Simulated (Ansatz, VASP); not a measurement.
Two plane-wave programs on CaO

The input INCAR:

```
SYSTEM = CaO
PREC     = Accurate       ! precision mode
ENCUT    = 520            ! plane-wave cutoff, eV
EDIFF    = 1E-6           ! SCF threshold, eV
ISMEAR   = 0              ! smearing method
SIGMA    = 0.05           ! smearing width, eV
LREAL    = .False.        ! projectors in reciprocal space
LASPH    = .True.         ! aspherical terms in the spheres
NELM     = 100            ! most SCF steps
ALGO     = Normal         ! electronic algorithm
ISIF     = 2              ! what is computed and relaxed
LWAVE    = .False.        ! write WAVECAR
LCHARG   = .False.        ! write CHGCAR
GGA      = PE             ! functional
NBANDS   = 24             ! bands
```

Contents of KPOINTS:

```
Automatic mesh
0
Gamma
  9 9 6
  0 0 0
```

The input POSCAR:

```
CaO
1.0
    3.9861910162      0.0000000000      0.0000000000
   -1.9930955081      3.4521426844      0.0000000000
    0.0000000000      0.0000000000      4.9819415320
Ca O
2 2
Direct
    0.3333333333      0.6666666667      0.7500000000
    0.6666666667      0.3333333333      0.2500000000
    0.3333333333      0.6666666667      0.2500000000
    0.6666666667      0.3333333333      0.7500000000
```

Input for Ansatz:

```yaml
crystal:
  lattice:
    - [3.9861910162, 0.0, 0.0]
    - [-1.9930955081, 3.4521426844, 0.0]
    - [0.0, 0.0, 4.981941532]
  atoms:
    - { symbol: Ca, position: [0.3333333333, 0.6666666667, 0.75] }
    - { symbol: Ca, position: [0.6666666667, 0.3333333333, 0.25] }
    - { symbol: O, position: [0.3333333333, 0.6666666667, 0.25] }
    - { symbol: O, position: [0.6666666667, 0.3333333333, 0.75] }
basis:
  ecutwfc: 520.0
kpoints:
  mp_grid: { grid: [9, 9, 6] }
hamiltonian:
  xc: pbe
scf:
  occupations: { method: gaussian, width: 0.05 }
output:
  forces: true
  stress: true
  eigenvalues: true
```

Alike in both runs: task single point; functional PBE; k mesh 9 × 9 × 6; occupations gaussian, width 0.05 eV; no spin polarisation.

|  | VASP | Ansatz |
| --- | --- | --- |
| version | VASP 6.6.1 | Ansatz 0.2.0 |
| potentials or method | VASP PAW PBE potentials, release 64 (Ca_sv, O), cutoff 520 eV | scalar-relativistic, plane waves, PAW |
| valence electrons in the cell | 32 | 32 |

Ansatz gave:

- gap on the k mesh at the Fermi level (eV): 3.12
- least direct gap on the mesh (eV): 3.12
- pressure (GPa): -2.1
- traceless stress, the component that is largest in VASP (GPa): -2.71

**Question.** Which values does VASP return?

**Answer.** gap on the k mesh at the Fermi level (eV): 3.11; least direct gap on the mesh (eV): 3.11; pressure (GPa): -1.7; traceless stress, the component that is largest in VASP (GPa): -2.83.
